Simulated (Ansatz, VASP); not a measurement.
Cu in VASP and in Ansatz

```
Cu
1.0
    -1.45366    1.45366    1.41950
     1.45366   -1.45366    1.41950
     1.45366    1.45366   -1.41950
Cu
1
Cartesian
  0.0000 0.0000 0.0000
```

Alike in both runs: task single point; functional PBE; k mesh 24 × 24 × 24; occupations gaussian, width 0.15 eV; no spin polarisation.

|  | VASP | Ansatz |
| --- | --- | --- |
| version | VASP 6.6.1 | Ansatz 0.2.0 |
| potentials or method | VASP PAW PBE potentials, release 64 (Cu), cutoff 520 eV | scalar-relativistic, plane waves, PAW |
| valence electrons in the cell | 11 | 19 |

```tsv
	VASP	Ansatz	Ansatz less VASP
gap on the k mesh at the Fermi level (eV)	none	none	-
pressure (GPa)	0.9	0.0	-0.95
traceless stress, the component that is largest in VASP (GPa)	-0.09	-0.09	+0.007
```

A gap of «none» marks a metal or a gap that the smearing closes. With one functional, cell and mesh, what is left measures potentials, basis and numerics. VASP's potentials hold 11 valence electrons a cell and Ansatz's 19, so a difference there can come from the potentials and not from the codes.
